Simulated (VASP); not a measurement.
# SiC (F-43m) in VASP: a series of runs

SiC is run at these levels: r2SCAN; tasks: single point, relaxation of cell and atoms.

Program: VASP 6.6.1. These are calculated values, not measurements. Logs are shortened: lines on timing, memory, paths and dates and some standing lists are left out, and cuts for length are marked.

**1. The cell of the first run**

The structure is cubic, space group F-43m (No. 216). Conventional cell: a = 4.356 Å, b = 4.356 Å, c = 4.356 Å, α = 90.00°, β = 90.00°, γ = 90.00°. Si (site symmetry -43m) has 4 C at 1.89 Å within 2.5 Å. Within 2.5 Å of C (site symmetry -43m) lie 4 Si at 1.89 Å.

**2. Single point, r2SCAN**

POSCAR reads:

```
SiC
1.0
    0.0000000000      2.1781707228      2.1781707228
    2.1781707228      0.0000000000      2.1781707228
    2.1781707228      2.1781707228      0.0000000000
Si C
1 1
Direct
    0.0000000000      0.0000000000      0.0000000000
    0.7500000000      0.7500000000      0.7500000000
```

INCAR.step1 reads:

```
SYSTEM = SiC
  PREC = Accurate
  ENCUT = 520
  ISMEAR = -1
  SIGMA = 0.1
  LREAL = .FALSE.
  LASPH = .TRUE.
  NELM = 80
  NBANDS = 11
  GGA = PE
  ALGO = Normal
  EDIFF = 1E-4
  LWAVE = .TRUE.
  LCHARG = .FALSE.
```

INCAR.step2 reads:

```
SYSTEM = SiC
  PREC = Accurate
  ENCUT = 520
  EDIFF = 1E-7
  ISMEAR = -1
  SIGMA = 0.1
  LREAL = .FALSE.
  LASPH = .TRUE.
  NELM = 80
  ALGO = Normal
  ISIF = 2
  LWAVE = .FALSE.
  LCHARG = .FALSE.
  METAGGA = R2SCAN
  LMIXTAU = .TRUE.
  NBANDS = 11
  ISTART = 1
```

KPOINTS reads:

```
regular mesh
0
G
  18 18 18
  0 0 0
```

Potentials or basis: VASP PAW PBE potentials, release 64 (Si, C).

On the command line:

```console
> cat potpaw_PBE.64/Si/POTCAR potpaw_PBE.64/C/POTCAR > POTCAR
> cp INCAR.step1 INCAR
> mpirun -np 1 vasp_std > vasp.out
> cp INCAR.step2 INCAR
> mpirun -np 1 vasp_std > vasp.out
```

OUTCAR:

```text
SYSTEM = SiC
   PREC = Accurate
   ENCUT = 520
   EDIFF = 1E-7
   ISMEAR = -1
   LREAL = .FALSE.
   LASPH = .TRUE.
   NELM = 80
   ISIF = 2
   METAGGA = R2SCAN
   ISTART = 1

 ion  position               nearest neighbor table
   1  0.000  0.000  0.000-   2 1.89   2 1.89   2 1.89   2 1.89
   2  0.750  0.750  0.750-   1 1.89   1 1.89   1 1.89   1 1.89

  LATTYP: Found a face centered cubic cell.
 ALAT       =     4.3563414456

  Lattice vectors:

 A1 = (   0.0000000000,   2.1781707228,   2.1781707228)
 A2 = (   2.1781707228,   0.0000000000,   2.1781707228)
 A3 = (   2.1781707228,   2.1781707228,   0.0000000000)

Analysis of symmetry for initial positions (statically):
=====================================================================
 Subroutine PRICEL returns:
 Original cell was already a primitive cell.

 Routine SETGRP: Setting up the symmetry group for a
 face centered cubic supercell.

 Subroutine GETGRP returns: Found 24 space group operations
 (whereof 24 operations were pure point group operations)
 out of a pool of 48 trial point group operations.

The static configuration has the point symmetry T_d .

Analysis of symmetry for dynamics (positions and initial velocities):
=====================================================================
 Subroutine PRICEL returns:
 Original cell was already a primitive cell.

 Routine SETGRP: Setting up the symmetry group for a
 face centered cubic supercell.

 Subroutine GETGRP returns: Found 24 space group operations
 (whereof 24 operations were pure point group operations)
 out of a pool of 48 trial point group operations.

The dynamic configuration has the point symmetry T_d .

 Subroutine INISYM returns: Found 24 space group operations
 (whereof 24 operations are pure point group operations),
 and found     1 'primitive' translations

----------------------------------------------------------------------------------------

                                     Primitive cell

  volume of cell :      20.6683

  direct lattice vectors                    reciprocal lattice vectors
     0.000000000  2.178170723  2.178170723    -0.229550418  0.229550418  0.229550418
     2.178170723  0.000000000  2.178170723     0.229550418 -0.229550418  0.229550418
     2.178170723  2.178170723  0.000000000     0.229550418  0.229550418 -0.229550418

  length of vectors
     3.080398577  3.080398577  3.080398577     0.397592987  0.397592987  0.397592987
[... 87 lines left out ...]
   ISIF   =      2    stress and relaxation
   ISYM   =      2    0-nonsym 1-usesym 2-fastsym
   POTIM  = 0.5000    time-step for ionic-motion
   TEBEG  =    0.0;   TEEND  =   0.0 temperature during run
   PSTRESS=    0.0 pullay stress
   NELECT =       8.0000    total number of electrons
   NUPDOWN=      -1.0000    fix difference up-down
   EMIN   =  10.00;   EMAX   =-10.00  energy-range for DOS
   EFERMI =   0.00;   METHOD = LEGACY
   ISMEAR =    -1;   SIGMA  =   0.10  broadening in eV -4-tet -1-fermi 0-gaus
   EFERMI_NEDOS =   21; number of points for ismear=-14 and -15
   IALGO  =     38    algorithm
   IMIX   =      4    mixing-type and parameters
     AMIX     =   0.40;   BMIX     =  1.00
     AMIX_MAG =   1.60;   BMIX_MAG =  1.00
  volume/ion in A,a.u.               =      10.33        69.74
  Fermi-wavevector in a.u.,A,eV,Ry     =   1.193080  2.254594 19.367077  1.423440
  Thomas-Fermi vector in A             =   2.329103
   LORBIT       =      0    0 simple, 1 ext, 2 COOP (PROOUT), +10 PAW based schemes
   METAGGA = R2SCAN    functional components
   LHFCALC =     F    Hartree Fock is set to
   AEXX    =    0.0000 exact exchange contribution
   IVDW    =     0    specifies the selected vdW correction
   LEPSILON=     F    determine dielectric tensor
   LRPA    =     F    only Hartree local field effects (RPA)
 non-spin polarized calculation
  energy-cutoff  :      520.00
  volume of cell :       20.67
 maximum number of plane-waves:       568
   NGX = 11   NGY = 11   NGZ = 11

 number of electron       8.0000001 magnetization

 Free energy of the ion-electron system (eV)
  ---------------------------------------------------
  ext. energy  EPLUGINS =         0.00000000
  ---------------------------------------------------
  free energy    TOTEN  =       -19.32707971 eV

  energy without entropy =      -19.32707692  energy(sigma->0) =      -19.32707831

 E-fermi :   8.9641     XC(G=0): -11.9396

 val. band max:        7.9949048794   @ k =   0.0000   0.0000   0.0000
 cond. band min:       9.7192912531   @ k =   0.5000   0.5000   0.0000
 fundamental gap:      1.7243863736
 Fermi energy:         8.9640989578

 k-point     1 :       0.0000    0.0000    0.0000
  band No.  band energies     occupation
      1      -8.1937      2.00000
      2       7.9949      1.99988
      3       7.9949      1.99988
      4       7.9949      1.99988
      5      14.8433      0.00000
      6      15.8523      0.00000
      7      15.8523      0.00000
      8      15.8523      0.00000
      9      23.2106      0.00000
     10      23.2106      0.00000
     11      25.7775      0.00000
[... 309 lines left out ...]
 k-point    24 :      -0.2222    0.0556    0.0000
  band No.  band energies     occupation
      1      -6.9904      2.00000
      2       3.7625      2.00000
      3       6.8985      2.00000
      4       7.5743      2.00000
      5      14.8031      0.00000
      6      16.3735      0.00000
      7      16.5666      0.00000
      8      18.0143      0.00000
      9      20.9725      0.00000
     10      22.5627      0.00000
     11      24.7644      0.00000

 [... further k-points ...]

------------------------ aborting loop because EDIFF is reached ----------------------------------------

  FORCE on cell =-STRESS in cart. coord.  units (eV):
  Direction    XX          YY          ZZ          XY          YZ          ZX
  --------------------------------------------------------------------------------------
  -------------------------------------------------------------------------------------
  Total       -0.0239775     -0.0239775     -0.0239775      0.0000000      0.0000000      0.0000000
  in kB       -1.8586974     -1.8586974     -1.8586974      0.0000000      0.0000000      0.0000000
  external PRESSURE =      -1.8586974 kB  Pullay stress =       0.0000000 kB

 VOLUME and BASIS-vectors are now :
 -----------------------------------------------------------------------------
  energy-cutoff  :      520.00
  volume of cell :       20.67
      direct lattice vectors                 reciprocal lattice vectors
     0.000000000  2.178170723  2.178170723    -0.229550418  0.229550418  0.229550418
     2.178170723  0.000000000  2.178170723     0.229550418 -0.229550418  0.229550418
     2.178170723  2.178170723  0.000000000     0.229550418  0.229550418 -0.229550418

 POSITION                                       TOTAL-FORCE (eV/Angst)
 -----------------------------------------------------------------------------------
      0.00000      0.00000      0.00000         0.000000      0.000000      0.000000
      3.26726      3.26726      3.26726        -0.000000     -0.000000     -0.000000
 -----------------------------------------------------------------------------------
    total drift:                                0.000001      0.000001      0.000001

  FREE ENERGIE OF THE ION-ELECTRON SYSTEM (eV)
  ---------------------------------------------------
  free  energy   TOTEN  =       -19.3270797060 eV

  energy  without entropy=      -19.3270769188  energy(sigma->0) =      -19.32707831
```

Run time: 53 s. Hardware: 1 thread of Intel Xeon 6975P-C (Granite Rapids), shared host; peak memory 0.17 GiB.

Results:

```
Free energy            : -19.3271 eV
Pressure               : -0.2 GPa
Band gap on the k mesh : 1.72 eV (least direct gap 5.06 eV)
```

Caveat: the PAW data sets were made with another functional, which shifts forces and pressure a little. A k mesh can miss the band edges.

**3. Relaxation of cell and atoms, r2SCAN**

POSCAR reads:

```
SiC
1.0
    0.0000000000      2.1790000000      2.1790000000
    2.1790000000      0.0000000000      2.1790000000
    2.1790000000      2.1790000000      0.0000000000
Si C
1 1
Direct
    0.0000000000      0.0000000000      0.0000000000
    0.7500000000      0.7500000000      0.7500000000
```

INCAR.step1 reads:

```
PREC = Accurate
ENCUT = 600
ISMEAR = -1
SIGMA = 0.1
LREAL = F
LASPH = T
NELM = 60
GGA = PE
ALGO = Normal
EDIFF = 1E-4
LWAVE = T
LCHARG = F
```

INCAR.step2 reads:

```
PREC = Accurate
ENCUT = 600
EDIFF = 1E-7
ISMEAR = -1
SIGMA = 0.1
LREAL = F
LASPH = T
NELM = 60
ALGO = Normal
ISIF = 3
LWAVE = F
LCHARG = F
METAGGA = R2SCAN
LMIXTAU = T
IBRION = 2
NSW = 100
EDIFFG = -0.002
ISTART = 1
```

KPOINTS reads:

```
Automatic mesh
0
Gamma
  18 18 18
```

Potentials or basis: VASP PAW PBE potentials, release 64 (Si, C).

On the command line:

```console
> cat potpaw_PBE.64/Si/POTCAR potpaw_PBE.64/C/POTCAR > POTCAR
> cp INCAR.step1 INCAR
> mpirun -np 1 vasp_std > vasp.out
> cp INCAR.step2 INCAR
> mpirun -np 1 vasp_std > vasp.out
```

OUTCAR:

```text
PREC = Accurate
   ENCUT = 600
   EDIFF = 1E-7
   ISMEAR = -1
   LREAL = F
   LASPH = T
   NELM = 60
   ISIF = 3
   METAGGA = R2SCAN
   IBRION = 2
   NSW = 100
   EDIFFG = -0.002
   ISTART = 1

 ion  position               nearest neighbor table
   1  0.000  0.000  0.000-   2 1.89   2 1.89   2 1.89   2 1.89
   2  0.750  0.750  0.750-   1 1.89   1 1.89   1 1.89   1 1.89

  LATTYP: Found a face centered cubic cell.
 ALAT       =     4.3580000000

  Lattice vectors:

 A1 = (   0.0000000000,   2.1790000000,   2.1790000000)
 A2 = (   2.1790000000,   0.0000000000,   2.1790000000)
 A3 = (   2.1790000000,   2.1790000000,   0.0000000000)

Analysis of symmetry for initial positions (statically):
=====================================================================
 Subroutine PRICEL returns:
 Original cell was already a primitive cell.

 Routine SETGRP: Setting up the symmetry group for a
 face centered cubic supercell.

 Subroutine GETGRP returns: Found 24 space group operations
 (whereof 24 operations were pure point group operations)
 out of a pool of 48 trial point group operations.

The static configuration has the point symmetry T_d .

[... 169 lines left out ...]
  Total       -0.0790351     -0.0790351     -0.0790351      0.0000000      0.0000000     -0.0000000
  in kB       -6.1196806     -6.1196806     -6.1196806      0.0000000      0.0000000     -0.0000000
  external PRESSURE =      -6.1196806 kB  Pullay stress =       0.0000000 kB
[... 59 lines left out ...]
--------------------------------------- Ionic step        3  -------------------------------------------

 number of electron       8.0000000 magnetization

 Free energy of the ion-electron system (eV)
  ---------------------------------------------------
  ext. energy  EPLUGINS =         0.00000000
  ---------------------------------------------------
  free energy    TOTEN  =       -19.32914452 eV

  energy without entropy =      -19.32914173  energy(sigma->0) =      -19.32914313

 E-fermi :   8.9807     XC(G=0): -11.9465

 val. band max:        8.0114548025   @ k =   0.0000   0.0000   0.0000
 cond. band min:       9.7356532105   @ k =   0.5000   0.5000   0.0000
 fundamental gap:      1.7241984080
 Fermi energy:         8.9807350731

 k-point     1 :       0.0000    0.0000    0.0000
  band No.  band energies     occupation
      1      -8.1892      2.00000
      2       8.0115      1.99988
      3       8.0115      1.99988
      4       8.0115      1.99988
      5      14.8798      0.00000
      6      15.8820      0.00000
      7      15.8820      0.00000
      8      15.8820      0.00000
[... 243 lines left out ...]
 k-point    24 :      -0.2222    0.0556    0.0000
  band No.  band energies     occupation
      1      -6.9843      2.00000
      2       3.7769      2.00000
      3       6.9147      2.00000
      4       7.5911      2.00000
      5      14.8351      0.00000
      6      16.4021      0.00000
      7      16.5955      0.00000
      8      18.0458      0.00000

 [... further k-points ...]

------------------------ aborting loop because EDIFF is reached ----------------------------------------

  FORCE on cell =-STRESS in cart. coord.  units (eV):
  Direction    XX          YY          ZZ          XY          YZ          ZX
  --------------------------------------------------------------------------------------
  -------------------------------------------------------------------------------------
  Total        0.0001242      0.0001242      0.0001242     -0.0000000      0.0000000      0.0000000
  in kB        0.0096418      0.0096418      0.0096418     -0.0000000      0.0000000      0.0000000
  external PRESSURE =       0.0096418 kB  Pullay stress =       0.0000000 kB
[... 17 lines left out ...]
  FREE ENERGIE OF THE ION-ELECTRON SYSTEM (eV)
  ---------------------------------------------------
  free  energy   TOTEN  =       -19.3291445207 eV

  energy  without entropy=      -19.3291417325  energy(sigma->0) =      -19.32914313

 reached required accuracy - stopping structural energy minimisation
```

OUTCAR.step1:

```text
PREC = Accurate
   ENCUT = 600
   ISMEAR = -1
   LREAL = F
   LASPH = T
   NELM = 60
[... 483 lines left out ...]
 -----------------------------------------------------------------------------------
      0.00000      0.00000      0.00000         0.000000      0.000000      0.000000
      3.26850      3.26850      3.26850        -0.000000     -0.000000     -0.000000
 -----------------------------------------------------------------------------------
    total drift:                                0.000000      0.000000      0.000000

  FREE ENERGIE OF THE ION-ELECTRON SYSTEM (eV)
  ---------------------------------------------------
  free  energy   TOTEN  =       -15.0592695375 eV

  energy  without entropy=      -15.0592542950  energy(sigma->0) =      -15.05926192
```

OSZICAR.step1:

```text
N       E                     dE             d eps       ncg     rms          rms(c)
DAV:   1     0.692321632288E+01    0.69232E+01   -0.44578E+03  3224   0.948E+02
DAV:   2    -0.164943876329E+02   -0.23418E+02   -0.22255E+02  4560   0.114E+02
DAV:   3    -0.169118967998E+02   -0.41751E+00   -0.41751E+00  3568   0.189E+01
DAV:   4    -0.169133698644E+02   -0.14731E-02   -0.14731E-02  4960   0.121E+00
DAV:   5    -0.169133706798E+02   -0.81545E-06   -0.81545E-06  3600   0.199E-02    0.880E+00
DAV:   6    -0.151205226357E+02    0.17928E+01   -0.76057E+00  3344   0.157E+01    0.387E+00
DAV:   7    -0.150666733333E+02    0.53849E-01   -0.34326E-01  4992   0.417E+00    0.177E+00
DAV:   8    -0.150588682094E+02    0.78051E-02   -0.18830E-02  3160   0.127E+00    0.164E-01
DAV:   9    -0.150591596094E+02   -0.29140E-03   -0.80150E-04  5008   0.246E-01    0.103E-01
DAV:  10    -0.150592688788E+02   -0.10927E-03   -0.20935E-04  3680   0.115E-01    0.221E-02
DAV:  11    -0.150592695375E+02   -0.65867E-06   -0.39727E-05  1824   0.396E-02
   1 F= -.15059270E+02 E0= -.15059262E+02  d E =-.152424E-04
```

It took 3.4 min on 1 thread of Intel Xeon 6975P-C (Granite Rapids), shared host; peak memory 0.19 GiB.

Results:

- Free energy: -19.3291 eV
- Relaxed volume: 10.32 Å³/atom
- Relaxed cell: a = 3.079 Å, b = 3.079 Å, c = 3.079 Å, α = 60.00°, β = 60.00°, γ = 60.00°
- Space group after relaxing (to 0.1 Å): F-43m (No. 216)
- Energy gained by relaxing: 0.1 meV/atom
- Ionic steps: 3
- Pressure after relaxing: 0.0 GPa
- Band gap on the k mesh: 1.72 eV (least direct gap 5.06 eV)

Step by step:
| step | energy change (eV) | largest force (eV/Å) | pressure (GPa) | volume (Å³) |
| --- | --- | --- | --- | --- |
| 1 | 0.0000 | 0.0000 | -0.61 | 20.69 |
| 2 | 0.0000 | 0.0000 | 0.69 | 20.57 |
| 3 | -0.0001 | 0.0000 | 0.00 | 20.64 |

Final structure:
```
Si C
1.0
     0.00000    2.17703    2.17703
     2.17703    0.00000    2.17703
     2.17703    2.17703    0.00000
Si C
1 1
Direct
  0.00000 0.00000 0.00000
  0.75000 0.75000 0.75000
```

Levels at points of the mesh, in eV from the valence-band top:
| k point | band 1 | band 2 | band 3 | band 4 | band 5 | band 6 | band 7 | band 8 |
| --- | --- | --- | --- | --- | --- | --- | --- | --- |
| (0.00, 0.00, 0.00) | -16.20 | 0.00 | 0.00 | 0.00 | 6.87 | 7.87 | 7.87 | 7.87 |
| (0.50, 0.00, 0.00) | -12.57 | -8.83 | -1.11 | -1.11 | 6.02 | 7.76 | 7.76 | 10.97 |
| (0.50, 0.50, 0.00) | -11.10 | -8.06 | -3.34 | -3.34 | 1.72 | 4.83 | 15.16 | 15.16 |

Caveat: the PAW data sets were made with another functional, which shifts forces and pressure a little. A k mesh can miss the band edges.
